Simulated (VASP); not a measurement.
**BN: single point with r2SCAN**

BN:

```
B N
1.0
     0.00000    1.82323    1.82323
     1.82323    0.00000    1.82323
     1.82323    1.82323    0.00000
B N
1 1
Direct
  0.00000 0.00000 0.00000
  0.25000 0.25000 0.25000
```

This cell differs from its parent crystal: strain +1.0%.

* Program: VASP 6.6.1
* Task: single point
* Functional: r2SCAN
* Potentials or basis: VASP PAW PBE potentials, release 64 (B, N)
* Cutoff: 520 eV
* k mesh: 12 × 12 × 12
* Occupations: gaussian, width 0.01 eV
* Spin: no spin polarisation
* Dipole correction: no
* Further INCAR settings: ALGO = Normal; EDIFF = 1e-06; NBANDS = 11

* Pressure: -10.3 GPa
* Band gap on the k mesh: 4.94 eV (least direct gap 9.40 eV)

Levels at points of the mesh, in eV from the valence-band top:
| k point | band 1 | band 2 | band 3 | band 4 | band 5 | band 6 | band 7 | band 8 | band 9 |
| --- | --- | --- | --- | --- | --- | --- | --- | --- | --- |
| (0.00, 0.00, 0.00) | -20.99 | 0.00 | 0.00 | 0.00 | 9.40 | 9.40 | 9.40 | 10.62 | 25.62 |
| (0.50, 0.00, 0.00) | -16.82 | -10.84 | -1.97 | -1.97 | 10.43 | 11.32 | 11.32 | 16.12 | 24.48 |
| (0.50, 0.50, 0.00) | -15.44 | -9.15 | -4.97 | -4.97 | 4.94 | 9.66 | 18.84 | 18.84 | 21.73 |

Wall time 31 s on 1 thread of AMD EPYC 7R13 Processor (Zen 3) (shared host), peak memory 0.1 GiB.

Caveat: the cell differs from its parent crystal (strain +1.0%); the cell stands under tension; the PAW data sets were made with another functional, which shifts forces and pressure a little. A k mesh can miss the band edges.
